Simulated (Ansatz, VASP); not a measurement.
Ge2Sb2Te5 in VASP and in Ansatz

Contents of INCAR:

```
SYSTEM = Ge2Sb2Te5
PREC     = Accurate       ! precision mode
ENCUT    = 520            ! plane-wave cutoff, eV
EDIFF    = 1E-6           ! SCF threshold, eV
ISMEAR   = 0              ! smearing method
SIGMA    = 0.05           ! smearing width, eV
LREAL    = .FALSE.        ! projectors in reciprocal space
LASPH    = .TRUE.         ! aspherical terms in the spheres
NELM     = 80             ! most SCF steps
ALGO     = Normal         ! electronic algorithm
ISIF     = 2              ! what is computed and relaxed
LWAVE    = .FALSE.        ! write WAVECAR
LCHARG   = .FALSE.        ! write CHGCAR
GGA      = PE             ! functional
IVDW     = 12             ! dispersion correction
NBANDS   = 44             ! bands
```

File KPOINTS:

```
Automatic mesh
0
G
  10 10 2
  0 0 0
```

File POSCAR:

```
Ge2Sb2Te5
1.0
    4.2318496344      0.0000000000      0.0000000000
   -2.1159248172      3.6648892884      0.0000000000
    0.0000000000      0.0000000000     16.8495924964
Ge Sb Te
2 2 5
Direct
    0.3333333333      0.6666666667      0.8991738485
    0.6666666667      0.3333333333      0.1008261515
    0.0000000000      0.0000000000      0.6816482048
    0.0000000000      0.0000000000      0.3183517952
    0.0000000000      0.0000000000      0.0000000000
    0.6666666667      0.3333333333      0.8005631447
    0.3333333333      0.6666666667      0.1994368553
    0.3333333333      0.6666666667      0.5790719883
    0.6666666667      0.3333333333      0.4209280117
```

Input for Ansatz:

```yaml
crystal:
  lattice:
    - [4.2318496344, 0.0, 0.0]
    - [-2.1159248172, 3.6648892884, 0.0]
    - [0.0, 0.0, 16.8495924964]
  atoms:
    - { symbol: Ge, position: [0.3333333333, 0.6666666667, 0.8991738485] }
    - { symbol: Ge, position: [0.6666666667, 0.3333333333, 0.1008261515] }
    - { symbol: Sb, position: [0.0, 0.0, 0.6816482048] }
    - { symbol: Sb, position: [0.0, 0.0, 0.3183517952] }
    - { symbol: Te, position: [0.0, 0.0, 0.0] }
    - { symbol: Te, position: [0.6666666667, 0.3333333333, 0.8005631447] }
    - { symbol: Te, position: [0.3333333333, 0.6666666667, 0.1994368553] }
    - { symbol: Te, position: [0.3333333333, 0.6666666667, 0.5790719883] }
    - { symbol: Te, position: [0.6666666667, 0.3333333333, 0.4209280117] }
scf:
  occupations: { method: gaussian, width: 0.05 }
output:
  forces: true
  stress: false
hamiltonian:
  xc: pbe
  dispersion: d3bj
kpoints:
  mp_grid: { grid: [10, 10, 2] }
```

Alike in both runs: task single point; functional PBE; dispersion D3(BJ); k mesh 10 × 10 × 2; occupations gaussian, width 0.05 eV; no spin polarisation.

|  | VASP | Ansatz |
| --- | --- | --- |
| version | VASP 6.6.1 | Ansatz 0.2.0 |
| potentials or method | VASP PAW PBE potentials, release 64 (Ge_d, Sb, Te) | scalar-relativistic, plane waves, PAW |
| plane-wave cutoff (eV) | 520 | 420 |
| valence electrons in the cell | 68 | 138 |

|  | VASP | Ansatz | Ansatz less VASP |
| --- | --- | --- | --- |
| rms of the force components (eV/Å) | 0.009 | 0.000 | -0.0089 |

Atom by atom the forces differ by 0.009 eV/Å (rms over components). VASP's potentials hold 68 valence electrons a cell and Ansatz's 138, so a difference there can come from the potentials and not from the codes.

Spin-orbit coupling is off throughout.
